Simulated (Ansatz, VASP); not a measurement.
CaSe: VASP beside Ansatz

File INCAR:

```
SYSTEM = CaSe
  ALGO = Normal
  EDIFF = 1E-6
  ENCUT = 500
  GGA = PS
  GGA_COMPAT = .False.
  ISIF = 2
  ISMEAR = 0
  LASPH = .True.
  LCHARG = .True.
  LELF = .True.
  LREAL = .False.
  LVHAR = .True.
  LWAVE = .False.
  NBANDS = 15
  NELM = 120
  PREC = Accurate
  SIGMA = 0.01
```

File KPOINTS:

```
k-points
0
Gamma
  6 6 6
  0 0 0
```

File POSCAR:

```
CaSe
1.0
    0.0000000000      3.2778516817      3.2778516817
    3.2778516817      0.0000000000      3.2778516817
    3.2778516817      3.2778516817      0.0000000000
Ca Se
1 1
Direct
    0.0000000000      0.0000000000      0.0000000000
    0.7500000000      0.7500000000      0.7500000000
```

Input for Ansatz:

```yaml
crystal:
  lattice:
    - [0.0, 3.2778516816515864, 3.2778516816515864]
    - [3.2778516816515864, 0.0, 3.2778516816515864]
    - [3.2778516816515864, 3.2778516816515864, 0.0]
  atoms:
    - { symbol: Ca, position: [0.0, 0.0, 0.0] }
    - { symbol: Se, position: [0.75, 0.75, 0.75] }
basis:
  ecutwfc: 470.0
kpoints:
  mp_grid:
    grid: [6, 6, 6]
hamiltonian:
  xc: pbesol
scf:
  occupations:
    method: fixed
output:
  stress: true
```

Alike in both runs: task single point; functional PBEsol; k mesh 6 × 6 × 6; no spin polarisation.

|  | VASP | Ansatz |
| --- | --- | --- |
| version | VASP 6.6.1 | Ansatz 0.2.0 |
| potentials or method | VASP PAW PBE potentials, release 64 (Ca_sv, Se), cutoff 500 eV | plane waves, PAW |
| occupations | gaussian, width 0.01 eV | fixed |
| valence electrons in the cell | 16 | 26 |

|  | VASP | Ansatz | Ansatz less VASP |
| --- | --- | --- | --- |
| pressure (GPa) | -0.7 | -0.8 | -0.11 |

VASP's potentials were made for PBE, not for PBEsol. VASP's potentials hold 16 valence electrons a cell and Ansatz's 26, so a difference there can come from the potentials and not from the codes.
